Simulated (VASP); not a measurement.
Set up this calculation in VASP 6.6.1, as the native input.

* Task: single point
* Functional: BLYP
* Dispersion: D4
* Potentials or basis: VASP PAW PBE potentials, release 64 (Au)
* Cutoff: 520 eV
* k mesh: 11 × 11 × 11
* Occupations: fermi-dirac, width 0.05 eV
* Spin: no spin polarisation
* Dipole correction: no
* Further INCAR settings: ALGO = Normal; EDIFF = 1e-06; NBANDS = 12

The structure of Au lies in POSCAR:

```
Au
1.0
   -1.6521756992      1.6521756992      1.6521756992
    1.6521756992     -1.6521756992      1.6521756992
    1.6521756992      1.6521756992     -1.6521756992
Au
1
Direct
    0.0000000000      0.0000000000      0.0000000000
```

The input as run:

INCAR

```
  AGGAC = 1.0
  AGGAX = 1.0
  ALDAC = 0.0
  ALDAX = 1.0
  ALGO = Normal
  EDIFF = 1E-6
  ENCUT = 520
  GGA = B5
  ISIF = 2
  ISMEAR = -1
  IVDW = 13
  LASPH = T
  LCHARG = F
  LREAL = F
  LWAVE = F
  NBANDS = 12
  NELM = 60
  PREC = Accurate
  SIGMA = 0.05
  VDW_A1 = 0.44488865
  VDW_A2 = 4.0933009
  VDW_S6 = 1.0
  VDW_S8 = 2.34076671
```

KPOINTS

```
k-points
0
Gamma
  11 11 11
```

Potentials or basis: VASP PAW PBE potentials, release 64 (Au).

Launch:

```bash
$ cat potpaw_PBE.64/Au/POTCAR > POTCAR
$ mpirun -np 1 vasp_std > vasp.out
```

Results of the run:

```
Pressure                   : 0.6 GPa
Dispersion energy per atom : -1.233 eV
```

Caveat: the PAW data sets were made with another functional, which shifts forces and pressure a little; pairwise dispersion overbinds metals, which lowers pressure and volume.

Wall time 11 s on 1 thread of Intel(R) Xeon(R) Platinum 8259CL CPU @ 2.50GHz (Skylake/Cascade Lake), on a shared host, peak memory 0.14 GiB.
